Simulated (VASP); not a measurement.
# K: single point with LDA

K, a slab with vacuum:

```
CELL_PARAMETERS angstrom
4.72513 0.00000 0.00000
-2.20936 4.17679 0.00000
0.00000 0.00000 17.71770
ATOMIC_POSITIONS crystal
K 0.82061 0.17939 0.16932
K 0.17939 0.82061 0.38977
K 0.82061 0.17939 0.61023
K 0.17939 0.82061 0.83068
```

- Program: VASP 6.6.1
- Task: single point
- Functional: LDA
- Potentials or basis: VASP PAW LDA potentials, release 64 (K_sv)
- Cutoff: 520 eV
- k mesh: 4 × 4 × 1
- Occupations: fermi-dirac, width 0.1 eV
- Spin: no spin polarisation
- Dipole correction: yes
- Further INCAR settings: ALGO = Normal; EDIFF = 1e-06; NBANDS = 26

| Quantity | Value |
| --- | --- |
| Largest force | 0.030 eV/Å |
| Band gap on the k mesh | zero (band 18 reaches -0.16 eV, above the bottom of band 19 at -1.85 eV) |

Forces on the atoms (eV/Å):
```
K    0.002 -0.001  0.030
K   -0.003  0.002 -0.005
K    0.003 -0.002  0.005
K   -0.002  0.001 -0.030
```

Levels at points of the mesh, in eV from the Fermi level:
```csv
k point,band 15,band 16,band 17,band 18,band 19,band 20,band 21,band 22
"(0.00, 0.00, 0.00)",-15.61,-15.61,-2.11,-1.68,-1.34,-0.22,0.24,1.89
"(0.50, 0.00, 0.00)",-15.62,-15.62,0.05,0.20,0.41,0.46,0.80,0.81
"(0.50, 0.50, 0.00)",-15.62,-15.62,0.16,0.35,0.54,0.59,0.91,0.92
```

It took 35 s on 1 thread of Intel(R) Xeon(R) Platinum 8488C (Sapphire Rapids), on a shared host, peak memory 0.33 GiB.

Caveat: the k points lie up to 0.38 Å⁻¹ apart.
